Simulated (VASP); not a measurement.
# Mg (P6_3/mmc) in VASP: settings compared

The runs below take Mg through single point, with LDA, PBE.

Program: VASP 6.6.1. These are calculated values, not measurements. Logs are shortened: lines on timing, memory, paths and dates and some standing lists are left out, and cuts for length are marked.

## (1) The cell of the first run

Symmetry: P6_3/mmc, No. 194, hexagonal system. Conventional cell: a = 3.122 Å, b = 3.122 Å, c = 10.309 Å, α = 90.00°, β = 90.00°, γ = 120.00°. Mg (site symmetry -6m2) has 12 Mg at 3.12 to 3.15 Å within 4.1 Å. Mg (site symmetry -3m) has 12 Mg at 3.12 to 3.15 Å within 4.1 Å.

## (2) Single point, LDA

File INCAR:

```
PREC = Accurate
ENCUT = 520
EDIFF = 1E-6
ISMEAR = -1
SIGMA = 0.05
LREAL = F
LASPH = T
NELM = 60
ALGO = Normal
ISIF = 2
LWAVE = F
LCHARG = F
GGA = CA
NBANDS = 12
```

File KPOINTS:

```
regular mesh
0
Gamma
  10 10 3
```

File POSCAR:

```
Mg
1.0
    3.1219785703      0.0000000000      0.0000000000
   -1.5609892851      2.7037127519      0.0000000000
    0.0000000000      0.0000000000     10.3089176571
Mg
4
Direct
    0.6666666667      0.3333333333      0.7500000000
    0.0000000000      0.0000000000      0.5000000000
    0.3333333333      0.6666666667      0.2500000000
    0.0000000000      0.0000000000      0.0000000000
```

Potentials or basis: VASP PAW LDA potentials, release 64 (Mg).

On the command line:

```console
> cat potpaw_LDA.64/Mg/POTCAR > POTCAR
> mpirun -np 1 vasp_std > vasp.out
```

OUTCAR:

```text
PREC = Accurate
   ENCUT = 520
   EDIFF = 1E-6
   ISMEAR = -1
   LREAL = F
   LASPH = T
   NELM = 60
   ISIF = 2
   GGA = CA

 ion  position               nearest neighbor table
   1  0.667  0.333  0.750-   2 3.15   4 3.15   2 3.15   4 3.15   2 3.15   4 3.15
   2  0.000  0.000  0.500-   1 3.15   3 3.15   3 3.15   1 3.15   1 3.15   3 3.15
   3  0.333  0.667  0.250-   2 3.15   4 3.15   2 3.15   4 3.15   2 3.15   4 3.15
   4  0.000  0.000  0.000-   1 3.15   3 3.15   3 3.15   1 3.15   1 3.15   3 3.15

  LATTYP: Found a hexagonal cell.
 ALAT       =     3.1219785703
 C/A-ratio  =     3.3020462585

  Lattice vectors:

 A1 = (   3.1219785703,   0.0000000000,   0.0000000000)
 A2 = (  -1.5609892851,   2.7037127519,   0.0000000000)
 A3 = (   0.0000000000,   0.0000000000,  10.3089176571)

Analysis of symmetry for initial positions (statically):
=====================================================================
 Subroutine PRICEL returns:
 Original cell was already a primitive cell.

 Routine SETGRP: Setting up the symmetry group for a
 hexagonal supercell.

 Subroutine GETGRP returns: Found 24 space group operations
 (whereof 12 operations were pure point group operations)
 out of a pool of 24 trial point group operations.

The static configuration has the point symmetry D_3d.
 The point group associated with its full space group is D_6h.

Analysis of symmetry for dynamics (positions and initial velocities):
=====================================================================
 Subroutine PRICEL returns:
 Original cell was already a primitive cell.

 Routine SETGRP: Setting up the symmetry group for a
 hexagonal supercell.

 Subroutine GETGRP returns: Found 24 space group operations
 (whereof 12 operations were pure point group operations)
 out of a pool of 24 trial point group operations.

The dynamic configuration has the point symmetry D_3d.
 The point group associated with its full space group is D_6h.

 Subroutine INISYM returns: Found 24 space group operations
 (whereof 12 operations are pure point group operations),
 and found     1 'primitive' translations

----------------------------------------------------------------------------------------

                                     Primitive cell

  volume of cell :      87.0169

  direct lattice vectors                    reciprocal lattice vectors
     3.121978570  0.000000000  0.000000000     0.320309694  0.184930888  0.000000000
    -1.560989285  2.703712752  0.000000000     0.000000000  0.369861776  0.000000000
     0.000000000  0.000000000 10.308917657     0.000000000  0.000000000  0.097003394

  length of vectors
     3.121978570  3.121978570 10.308917657     0.369861776  0.369861776  0.097003394

  position of ions in fractional coordinates (direct lattice)
     0.666666667  0.333333333  0.750000000
     0.000000000  0.000000000  0.500000000
     0.333333333  0.666666667  0.250000000
     0.000000000  0.000000000  0.000000000

  ion indices of the primitive-cell ions
   primitive index   ion index
                 1           1
                 2           2
                 3           3
                 4           4

----------------------------------------------------------------------------------------

 KPOINTS: regular mesh

Automatic generation of k-mesh.
 Grid dimensions read from file:
 generate k-points for:   10   10    3

 Generating k-lattice:

  Cartesian coordinates                     Fractional coordinates (reciprocal lattice)
     0.032030969  0.018493089  0.000000000     0.100000000 -0.000000000  0.000000000
     0.000000000  0.036986178  0.000000000     0.000000000  0.100000000  0.000000000
     0.000000000  0.000000000  0.032334465     0.000000000  0.000000000  0.333333333

  Length of vectors
     0.036986178  0.036986178  0.032334465

  Shift w.r.t. Gamma in fractional coordinates (k-lattice)
     0.000000000  0.000000000  0.000000000

 Subroutine IBZKPT returns following result:
 ===========================================

 Found     28 irreducible k-points:

 Following reciprocal coordinates:
            Coordinates               Weight
  0.000000  0.000000  0.000000      1.000000
  0.100000  0.000000  0.000000      6.000000
  0.200000  0.000000  0.000000      6.000000
  0.300000  0.000000  0.000000      6.000000
  0.400000 -0.000000  0.000000      6.000000
  0.500000  0.000000  0.000000      3.000000
[... 16 lines left out ...]
  0.300000  0.100000  0.333333     24.000000
  0.400000  0.100000  0.333333     24.000000
 [... further k-points ...]
   k-points           NKPTS =     28   k-points in BZ     NKDIM =     28   number of bands    NBANDS=     12
   number of dos      NEDOS =    301   number of ions     NIONS =      4
   total plane-waves  NPLWV =  46080
   dimension x,y,z NGX =    24 NGY =   24 NGZ =   80
   dimension x,y,z NGXF=    48 NGYF=   48 NGZF=  160
   ions per type =               4
   NGX,Y,Z   is equivalent  to a cutoff of  12.78, 12.78, 12.90 a.u.
   NGXF,Y,Z  is equivalent  to a cutoff of  25.56, 25.56, 25.80 a.u.
 SYSTEM =  unknown system
   PREC   = accura    normal or accurate (medium, high low for compatibility)
   ISTART =      0    job   : 0-new  1-cont  2-samecut
   ICHARG =      2    charge: 1-file 2-atom 10-const
   ISPIN  =      1    spin polarized calculation?
   LNONCOLLINEAR =      F non collinear calculations
   LSORBIT =      F    spin-orbit coupling
   LASPH  =      T    aspherical Exc in radial PAW
   ENCUT  =  520.0 eV  38.22 Ry    6.18 a.u.   5.80  5.80 19.17*2*pi/ulx,y,z
   NELM   =     60;   NELMIN=  2; NELMDL= -5     # of ELM steps
   EDIFF  = 0.1E-05   stopping-criterion for ELM
   LREAL  =      F    real-space projection
   EDIFFG = 0.1E-04   stopping-criterion for IOM
   NSW    =      0    number of steps for IOM
   IBRION =     -1    ionic relax: 0-MD 1-quasi-New 2-CG
   NFREE  =      0    steps in history (QN), initial steepest desc. (CG)
   ISIF   =      2    stress and relaxation
   ISYM   =      2    0-nonsym 1-usesym 2-fastsym
   POTIM  = 0.5000    time-step for ionic-motion
   TEBEG  =    0.0;   TEEND  =   0.0 temperature during run
   PSTRESS=    0.0 pullay stress
   NELECT =       8.0000    total number of electrons
   NUPDOWN=      -1.0000    fix difference up-down
   EMIN   =  10.00;   EMAX   =-10.00  energy-range for DOS
   EFERMI =   0.00;   METHOD = LEGACY
   ISMEAR =    -1;   SIGMA  =   0.05  broadening in eV -4-tet -1-fermi 0-gaus
   EFERMI_NEDOS =   21; number of points for ismear=-14 and -15
   IALGO  =     38    algorithm
   IMIX   =      4    mixing-type and parameters
     AMIX     =   0.40;   BMIX     =  1.00
     AMIX_MAG =   1.60;   BMIX_MAG =  1.00
  volume/ion in A,a.u.               =      21.75       146.80
  Fermi-wavevector in a.u.,A,eV,Ry     =   0.738874  1.396269  7.427891  0.545935
  Thomas-Fermi vector in A             =   1.832901
   LORBIT       =      0    0 simple, 1 ext, 2 COOP (PROOUT), +10 PAW based schemes
   GGA     = CA    functional components
   LHFCALC =     F    Hartree Fock is set to
   AEXX    =    0.0000 exact exchange contribution
   IVDW    =     0    specifies the selected vdW correction
   LEPSILON=     F    determine dielectric tensor
   LRPA    =     F    only Hartree local field effects (RPA)
 non-spin polarized calculation
  energy-cutoff  :      520.00
  volume of cell :       87.02
 maximum number of plane-waves:      2363
 NGX is ok and might be reduce to    24
   NGX = 11   NGY = 11   NGZ = 39

 number of electron       8.0000000 magnetization

 Free energy of the ion-electron system (eV)
  ---------------------------------------------------
  ext. energy  EPLUGINS =         0.00000000
  ---------------------------------------------------
  free energy    TOTEN  =        -7.22344080 eV

  energy without entropy =       -7.20739947  energy(sigma->0) =       -7.21542014

 E-fermi :   2.8785     XC(G=0):  -8.8546

 val. band max:        2.8562614512   @ k =   0.4000   0.2000   0.0000
 cond. band min:       2.8807165517   @ k =   0.3000   0.3000   0.0000
 fundamental gap:      0.0244551005
 Fermi energy:         2.8784844427

 k-point     1 :       0.0000    0.0000    0.0000
  band No.  band energies     occupation
      1      -4.3996      2.00000
      2      -2.9923      2.00000
      3      -2.9913      2.00000
      4       0.9261      2.00000
      5       1.3213      2.00000
      6       7.6603      0.00000
      7       7.6679      0.00000
      8      14.1748      0.00000
      9      14.1748      0.00000
     10      14.2746      0.00000
     11      14.2746      0.00000
     12      14.9218      0.00000

 k-point     2 :       0.1000    0.0000    0.0000
  band No.  band energies     occupation
      1      -4.1936      2.00000
      2      -2.7894      2.00000
      3      -2.7885      2.00000
      4       1.1130      2.00000
      5       1.5216      2.00000
      6       7.8154      0.00000
      7       7.8319      0.00000
      8      11.3691      0.00000
      9      12.4073      0.00000
     10      12.4907      0.00000
     11      12.7205      0.00000
     12      13.6756      0.00000

 k-point     3 :       0.2000    0.0000    0.0000
  band No.  band energies     occupation
      1      -3.5784      2.00000
      2      -2.1835      2.00000
      3      -2.1828      2.00000
      4       1.6743      2.00000
      5       2.1107      2.00000
      6       7.8282      0.00000
      7       8.1985      0.00000
      8       8.7543      0.00000
      9       9.4414      0.00000
     10       9.6285      0.00000
     11      11.5361      0.00000
     12      12.0221      0.00000
[... 286 lines left out ...]
 k-point    23 :       0.3000    0.1000    0.3333
  band No.  band energies     occupation
      1      -1.6051      2.00000
      2      -1.1481      2.00000
      3       0.6502      2.00000
      4       1.9566      2.00000
      5       4.1983      0.00000
      6       4.6375      0.00000
      7       5.7013      0.00000
      8       6.4177      0.00000
      9       7.4361      0.00000
     10       7.5850      0.00000
     11       8.5945      0.00000
     12       8.9582      0.00000

 k-point    24 :       0.4000    0.1000    0.3333
  band No.  band energies     occupation
      1      -0.0236      2.00000
      2       0.4204      2.00000
      3       1.8650      2.00000
      4       2.0097      2.00000
      5       2.6270      1.98701
      6       3.5289      0.00000
      7       4.2590      0.00000
      8       5.4529      0.00000
      9       6.8614      0.00000
     10       7.6916      0.00000
     11       8.3312      0.00000
     12       8.9932      0.00000

 [... further k-points ...]
[... 5 lines left out ...]
  --------------------------------------------------------------------------------------
  -------------------------------------------------------------------------------------
  Total       -0.1579028     -0.1579028     -0.1889937     -0.0000000      0.0000000     -0.0000000
  in kB       -2.9073466     -2.9073466     -3.4798014     -0.0000000      0.0000000     -0.0000000
  external PRESSURE =      -3.0981649 kB  Pullay stress =       0.0000000 kB

 VOLUME and BASIS-vectors are now :
 -----------------------------------------------------------------------------
  energy-cutoff  :      520.00
  volume of cell :       87.02
      direct lattice vectors                 reciprocal lattice vectors
     3.121978570  0.000000000  0.000000000     0.320309694  0.184930888  0.000000000
    -1.560989285  2.703712752  0.000000000     0.000000000  0.369861776  0.000000000
     0.000000000  0.000000000 10.308917657     0.000000000  0.000000000  0.097003394

 POSITION                                       TOTAL-FORCE (eV/Angst)
 -----------------------------------------------------------------------------------
      1.56099      0.90124      7.73169        -0.000000     -0.000000     -0.000000
      0.00000      0.00000      5.15446         0.000000      0.000000      0.000000
     -0.00000      1.80248      2.57723         0.000000      0.000000     -0.000000
      0.00000      0.00000      0.00000         0.000000      0.000000      0.000000
 -----------------------------------------------------------------------------------
    total drift:                                0.000000     -0.000000      0.000000

  FREE ENERGIE OF THE ION-ELECTRON SYSTEM (eV)
  ---------------------------------------------------
  free  energy   TOTEN  =        -7.2234408041 eV

  energy  without entropy=       -7.2073994741  energy(sigma->0) =       -7.21542014
```

Run time: 32 s. Hardware: 1 thread of Intel Xeon 8259CL, shared host; peak memory 0.17 GiB.

Results:

* Free energy: -7.2234 eV
* Pressure: -0.3 GPa
* Band gap on the k mesh: zero (bands 4 and 5 overlap by 2.03 eV)

## (3) Single point, PBE

This run uses another cell than the first one, of 22.55 Å³/atom.

File INCAR:

```
PREC = Accurate ; ENCUT = 520
EDIFF = 1E-7 ; ISMEAR = 0
SIGMA = 0.011 ; LREAL = F
LASPH = T ; NELM = 60
ALGO = Normal ; ISIF = 2
LWAVE = F ; LCHARG = F
GGA = PE ; NBANDS = 12
```

File KPOINTS:

```
Automatic mesh
0
Gamma
  10 10 3
```

File POSCAR:

```
Mg
1.0
    3.1768261656      0.0000000000      0.0000000000
   -1.5884130828      2.7512121628      0.0000000000
    0.0000000000      0.0000000000     10.3188620100
Mg
4
Direct
    0.6666666667      0.3333333333      0.7500000000
    0.0000000000      0.0000000000      0.5000000000
    0.3333333333      0.6666666667      0.2500000000
    0.0000000000      0.0000000000      0.0000000000
```

Potentials or basis: VASP PAW PBE potentials, release 64 (Mg).

On the command line:

```console
> cat potpaw_PBE.64/Mg/POTCAR > POTCAR
> mpirun -np 1 vasp_std > vasp.out
```

Wall time 42 s (1 thread of Intel Xeon 8259CL, shared host); peak memory 0.2 GiB.

Results (log left out):

```
Free energy            : -5.9949 eV
Pressure               : 0.8 GPa
Band gap on the k mesh : zero (bands 4 and 5 overlap by 1.89 eV)
```

Stress tensor (GPa, compression positive):
```
0.38 0.00 0.00
0.00 0.38 0.00
0.00 0.00 1.76
```

Levels at points of the mesh, in eV from the Fermi level:
| k point | band 2 | band 3 | band 4 | band 5 | band 6 | band 7 |
| --- | --- | --- | --- | --- | --- | --- |
| (0.00, 0.00, 0.00) | -5.70 | -5.70 | -1.82 | -1.34 | 4.97 | 4.98 |
| (0.50, 0.00, 0.00) | -2.25 | -1.19 | -1.17 | -0.61 | -0.58 | 2.68 |

(Continued in part 2 of 2.)

The gap in the log of VASP goes by the Fermi energy; the results here count the filled bands.